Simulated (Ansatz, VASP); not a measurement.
# Two plane-wave programs on SnSe2

The input INCAR:

```
ALGO = Normal
EDIFF = 1E-6
ENCUT = 520
GGA = PS
ISIF = 2
ISMEAR = 0
LASPH = True
LCHARG = False
LREAL = False
LWAVE = False
NBANDS = 20
NELM = 80
PREC = Accurate
SIGMA = 0.05
```

The input KPOINTS:

```
k-points
0
Gamma
  12 12 6
```

Contents of POSCAR:

```
SnSe2
1.0
    3.9907751232      0.0000000000      0.0000000000
   -1.9953875616      3.1584570037      0.0000000000
    0.0000000000      0.0000000000      6.1455711062
Sn Se
1 2
Direct
    0.0000000000      0.0000000000      0.0000000000
    0.3333333333      0.6666666667      0.2580716066
    0.6666666667      0.3333333333      0.7419283934
```

Input for Ansatz:

```yaml
crystal:
  lattice:
    - [3.9907751232, 0.0, 0.0]
    - [-1.9953875616, 3.1584570037, 0.0]
    - [0.0, 0.0, 6.1455711062]
  atoms:
    - { symbol: Sn, position: [0.0, 0.0, 0.0] }
    - { symbol: Se, position: [0.3333333333, 0.6666666667, 0.2580716066] }
    - { symbol: Se, position: [0.6666666667, 0.3333333333, 0.7419283934] }
basis:
  ecutwfc: 420
kpoints:
  mp_grid: { grid: [12, 12, 6] }
hamiltonian:
  xc: pbesol
scf:
  occupations: { method: gaussian, width: 0.05 }
output:
  forces: true
  stress: true
  eigenvalues: true
```

Change from the starting cell: strain +0.0450 x Voigt [1, -1, 0, 0, 0, 0], atoms carried along.

Alike in both runs: task single point; functional PBEsol; k mesh 12 × 12 × 6; occupations gaussian, width 0.05 eV; no spin polarisation.

```csv
,VASP,Ansatz
version,VASP 6.6.1,Ansatz 0.2.0
potentials or method,"VASP PAW PBE potentials, release 64 (Sn_d, Se), cutoff 520 eV","scalar-relativistic, plane waves, PAW"
valence electrons in the cell,26,46
```

|  | VASP | Ansatz | Ansatz less VASP |
| --- | --- | --- | --- |
| gap on the k mesh at the Fermi level (eV) | 0.07 | 0.07 | +0.004 |
| least direct gap on the mesh (eV) | 0.92 | 0.92 | +0.006 |
| pressure (GPa) | 0.5 | 0.4 | -0.11 |
| traceless stress, the component that is largest in VASP (GPa) | 3.20 | 3.21 | +0.008 |
| rms of the force components (eV/Å) | 0.054 | 0.051 | -0.0034 |

VASP's potentials were made for PBE, not for PBEsol. Atom by atom the forces differ by 0.009 eV/Å (rms over components). The functional is the same, so the differences come from potentials, cutoffs and numerics. VASP's potentials hold 26 valence electrons a cell and Ansatz's 46, so a difference there can come from the potentials and not from the codes.
